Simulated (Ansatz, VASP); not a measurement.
## One calculation of AlN, two programs

The input INCAR:

```
PREC = Accurate ; ENCUT = 520
EDIFF = 1E-6 ; ISMEAR = 0
SIGMA = 0.05 ; LREAL = False
LASPH = True ; NELM = 60
ALGO = Normal ; ISIF = 2
LWAVE = False ; LCHARG = False
NBANDS = 26
```

File KPOINTS:

```
Automatic mesh
0
Gamma
  8 6 4
```

File POSCAR:

```
AlN
1.0
   -1.6378403119      2.8368226349      0.0000000000
    0.0000000000      0.0000000000      4.1006264518
    4.9135209358      2.8368226349      0.0000000000
Al N
4 4
Direct
    0.5415673766      0.7500000000      0.2562319155
    1.0000000000      0.7500000000      0.6666666667
    0.0000000000      0.2500000000      0.3333333333
    0.5000000000      0.2500000000      0.8333333333
    0.5000000000      0.2500000000      0.1666666667
    1.0000000000      0.2500000000      0.6666666667
    0.0000000000      0.7500000000      0.3333333333
    0.5000000000      0.7500000000      0.8333333333
```

Input for Ansatz:

```yaml
crystal:
  lattice:
    - [-1.6378403119, 2.8368226349, 0.0]
    - [0.0, 0.0, 4.1006264518]
    - [4.9135209358, 2.8368226349, 0.0]
  atoms:
    - { symbol: Al, position: [0.5415673766, 0.75, 0.2562319155] }
    - { symbol: Al, position: [1.0, 0.75, 0.6666666667] }
    - { symbol: Al, position: [0.0, 0.25, 0.3333333333] }
    - { symbol: Al, position: [0.5, 0.25, 0.8333333333] }
    - { symbol: "N", position: [0.5, 0.25, 0.1666666667] }
    - { symbol: "N", position: [1.0, 0.25, 0.6666666667] }
    - { symbol: "N", position: [0.0, 0.75, 0.3333333333] }
    - { symbol: "N", position: [0.5, 0.75, 0.8333333333] }
basis:
  ecutwfc: 420
kpoints:
  mp_grid: { grid: [8, 6, 4] }
hamiltonian:
  xc: lda
  pseudopotentials: { kind: paw, azcp: { folder: soft_1 } }
scf:
  occupations: { method: gaussian, width: 0.05 }
output:
  forces: true
  stress: true
  eigenvalues: true
  write_density: true
  write_potential: true
  elf: true
  volumetric_format: npy
```

Alike in both runs: task single point; functional LDA; k mesh 8 × 6 × 4; occupations gaussian, width 0.05 eV; no spin polarisation.

|  | VASP | Ansatz |
| --- | --- | --- |
| version | VASP 6.6.1 | Ansatz 0.2.0 |
| potentials or method | VASP PAW LDA potentials, release 64 (Al, N), cutoff 520 eV | scalar-relativistic, plane waves, PAW |
| valence electrons in the cell | 32 | 32 |

|  | VASP | Ansatz | Ansatz less VASP |
| --- | --- | --- | --- |
| gap on the k mesh at the Fermi level (eV) | 2.62 | 2.62 | -0.002 |
| least direct gap on the mesh (eV) | 2.62 | 2.62 | -0.002 |
| pressure (GPa) | 10.3 | 9.4 | -0.88 |
| traceless stress, the component that is largest in VASP (GPa) | 18.86 | 18.30 | -0.555 |
| rms of the force components (eV/Å) | 2.848 | 2.803 | -0.0452 |

Ansatz warns that its potentials were made for another functional, while VASP's fit it. LDA's correlation is that of Perdew and Zunger in VASP and of Perdew and Wang (1992) in Ansatz. Atom by atom the forces differ by 0.049 eV/Å (rms over components).
